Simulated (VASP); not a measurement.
A run of VASP 6.6.1:

INCAR

```
  ALGO = Normal
  EDIFF = 1E-6
  EDIFFG = -0.01
  ENCUT = 600
  GGA = PE
  IBRION = 2
  ISIF = 3
  ISMEAR = 0
  LASPH = T
  LCHARG = F
  LREAL = F
  LWAVE = F
  NELM = 60
  NSW = 100
  PREC = Accurate
  SIGMA = 0.1
```

KPOINTS

```
k-points
0
Gamma
  12 12 4
```

The input POSCAR:

```
Ga3As2N
1.0
    3.4016438612      0.0000000000      0.0000000000
   -1.7008219306      2.9459099984      0.0000000000
    0.0000000000      0.0000000000      9.6932438414
Ga As N
3 2 1
Direct
    0.3333333333      0.6666666667      0.6211392942
    0.6666666667      0.3333333333      0.3788607058
    0.0000000000      0.0000000000      0.0000000000
    0.6666666667      0.3333333333      0.8214652279
    0.3333333333      0.6666666667      0.1785347721
    0.0000000000      0.0000000000      0.5000000000
```

Potentials or basis: VASP PAW PBE potentials, release 64 (Ga_d, As, N).

Command:

```bash
$ cat potpaw_PBE.64/Ga_d/POTCAR potpaw_PBE.64/As/POTCAR potpaw_PBE.64/N/POTCAR > POTCAR
$ mpirun -np 1 vasp_std > vasp.out
```

Hardware: 1 thread of Intel Xeon 8259CL, with other jobs on the host.

Q: How long does it take, and how much memory?

A: It took 31 min on 1 thread of Intel Xeon 8259CL, with other jobs on the host, peak memory 0.42 GiB. Counts: scf iterations 66, k points 69, ion steps 10.
